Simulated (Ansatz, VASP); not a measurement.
## One calculation of Al, two programs

POSCAR

```
Al
1.0
   -1.6427987533      1.6427987533      1.5366049798
    1.6427987533     -1.6427987533      1.5366049798
    1.6427987533      1.6427987533     -1.5366049798
Al
1
Direct
    0.0000000000      0.0000000000      0.0000000000
```

Contents of INCAR.step1:

```
ALGO     = Normal         # electronic algorithm
EDIFF    = 1E-4           # SCF threshold, eV
ENCUT    = 600            # plane-wave cutoff, eV
GGA      = PE             # functional
ISMEAR   = 0              # smearing method
LASPH    = T              # aspherical terms in the spheres
LCHARG   = F              # write CHGCAR
LREAL    = F              # projectors in reciprocal space
LWAVE    = T              # write WAVECAR
NELM     = 80             # most SCF steps
PREC     = Accurate       # precision mode
SIGMA    = 0.1            # smearing width, eV
```

Contents of INCAR.step2:

```
ALGO     = Normal         # electronic algorithm
EDIFF    = 1E-6           # SCF threshold, eV
EDIFFG   = -0.01          # ionic threshold
ENCUT    = 600            # plane-wave cutoff, eV
IBRION   = 2              # ionic algorithm
ISIF     = 3              # what is computed and relaxed
ISMEAR   = 0              # smearing method
ISTART   = 1            
LASPH    = T              # aspherical terms in the spheres
LCHARG   = F              # write CHGCAR
LMIXTAU  = T            
LREAL    = F              # projectors in reciprocal space
LWAVE    = F              # write WAVECAR
METAGGA  = R2SCAN         # meta-GGA
NELM     = 80             # most SCF steps
NSW      = 80             # ionic steps
PREC     = Accurate       # precision mode
SIGMA    = 0.1            # smearing width, eV
```

The input KPOINTS:

```
k-points
0
Gamma
  18 18 18
```

Input for Ansatz:

```yaml
crystal:
  lattice:
    - [-1.6427987533, 1.6427987533, 1.5366049798]
    - [1.6427987533, -1.6427987533, 1.5366049798]
    - [1.6427987533, 1.6427987533, -1.5366049798]
  atoms:
    - { symbol: Al, position: [0.0, 0.0, 0.0] }
basis:
  ecutwfc: 500
kpoints:
  mp_grid: { grid: [18, 18, 18] }
hamiltonian:
  xc: r2scan
scf:
  occupations: { method: gaussian, width: 0.1 }
output:
  forces: true
  stress: true
  eigenvalues: true
relax:
  adjacent_minimum: "off"
  f_tol: 0.01
  max_steps: 60
  cell: { stress_tol: 0.1 }
```

Alike in both runs: task relaxation of cell and atoms; functional r2SCAN; k mesh 18 × 18 × 18; occupations gaussian, width 0.1 eV; no spin polarisation.

```csv
,VASP,Ansatz
version,VASP 6.6.1,Ansatz 0.2.0
potentials or method,"VASP PAW PBE potentials, release 64 (Al), cutoff 600 eV","scalar-relativistic, plane waves, PAW"
valence electrons in the cell,3,3
```

|  | VASP | Ansatz | Ansatz less VASP |
| --- | --- | --- | --- |
| gap on the k mesh at the Fermi level, each at its own relaxed structure (eV) | none | none | - |
| relaxed volume (Å³/atom) | 16.30 | 16.36 | +0.058 |
| relaxed cell length with the largest relative difference (Å) | 2.793 | 2.796 | +0.0030 |

VASP's potentials were made for PBE, not for r2SCAN. A gap of «none» marks a metal or a gap that the smearing closes.
